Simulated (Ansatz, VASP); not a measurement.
## TiC in VASP and in Ansatz

```
CELL_PARAMETERS angstrom
0.00000 2.14665 2.14665
2.14665 0.00000 2.14665
2.14665 2.14665 0.00000
ATOMIC_POSITIONS crystal
Ti 0.00000 0.00000 0.00000
C 0.50000 0.50000 0.50000
```

Alike in both runs: functional PBEsol; k mesh 16 × 16 × 16; occupations tetrahedron; no spin polarisation.

Ansatz relaxed the structure, and its values are those at the end. VASP's run is a single point on that final structure, the one shown.

|  | VASP | Ansatz |
| --- | --- | --- |
| version | VASP 6.6.1 | Ansatz 0.2.0 |
| potentials or method | VASP PAW PBE potentials, release 64 (Ti_sv, C), cutoff 520 eV | scalar-relativistic, plane waves, PAW |
| valence electrons in the cell | 16 | 16 |

|  | VASP | Ansatz | Ansatz less VASP |
| --- | --- | --- | --- |
| gap on the k mesh at the Fermi level (eV) | none | none | - |
| pressure (GPa) | 0.3 | 0.0 | -0.28 |

VASP's potentials were made for PBE, not for PBEsol. A gap of «none» marks a metal or a gap that the smearing closes. Ansatz's warnings: band table not solved further, forces under tetrahedra, tetrahedron derivatives may miss energy slope.
